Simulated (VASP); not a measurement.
Wanted: the native input for a VASP 6.6.1 run.

```
Task                   : single point
Functional             : r2SCAN
Potentials or basis    : VASP PAW PBE potentials, release 64 (La)
Cutoff                 : 520 eV
k mesh                 : 11 × 11 × 1
Occupations            : tetrahedron
Spin                   : no spin polarisation
Dipole correction      : yes
Further INCAR settings : ALGO = Normal; EDIFF = 1e-07; NBANDS = 12
```

Slab: La, a slab with vacuum.

```
CELL_PARAMETERS angstrom
3.81798 0.00000 0.00000
-1.90899 3.30647 0.00000
0.00000 0.00000 7.00000
ATOMIC_POSITIONS crystal
La 0.00000 0.00000 0.50000
```

The input as run:

POSCAR

```
La
1.0
    3.8179840613      0.0000000000      0.0000000000
   -1.9089920307      3.3064711884      0.0000000000
    0.0000000000      0.0000000000      7.0000000000
La
1
Direct
    0.0000000000      0.0000000000      0.5000000000
```

INCAR.step1

```
SYSTEM = La
ALGO = Normal ; DIPOL = 0.5 0.5 0.500
EDIFF = 1E-4 ; ENCUT = 520
GGA = PE ; IDIPOL = 3
ISMEAR = -5 ; LASPH = .TRUE.
LCHARG = .FALSE. ; LDIPOL = .TRUE.
LREAL = .FALSE. ; LWAVE = .TRUE.
NBANDS = 12 ; NELM = 60
PREC = Accurate ; SIGMA = 0.1
```

INCAR.step2

```
SYSTEM = La
ALGO = Normal ; DIPOL = 0.5 0.5 0.500
EDIFF = 1E-7 ; ENCUT = 520
IDIPOL = 3 ; ISIF = 2
ISMEAR = -5 ; ISTART = 1
LASPH = .TRUE. ; LCHARG = .FALSE.
LDIPOL = .TRUE. ; LMIXTAU = .TRUE.
LREAL = .FALSE. ; LWAVE = .FALSE.
METAGGA = R2SCAN ; NBANDS = 12
NELM = 60 ; PREC = Accurate
SIGMA = 0.1
```

KPOINTS

```
k-points
0
G
  11 11 1
  0 0 0
```

Potentials or basis: VASP PAW PBE potentials, release 64 (La).

Command:

```sh
$ cat potpaw_PBE.64/La/POTCAR > POTCAR
$ cp INCAR.step1 INCAR
$ mpirun -np 1 vasp_std > vasp.out
$ cp INCAR.step2 INCAR
$ mpirun -np 1 vasp_std > vasp.out
```

It took 51 s on 1 thread of Intel(R) Xeon(R) 6975P-C (Granite Rapids), with other jobs on the host, peak memory 0.21 GiB.
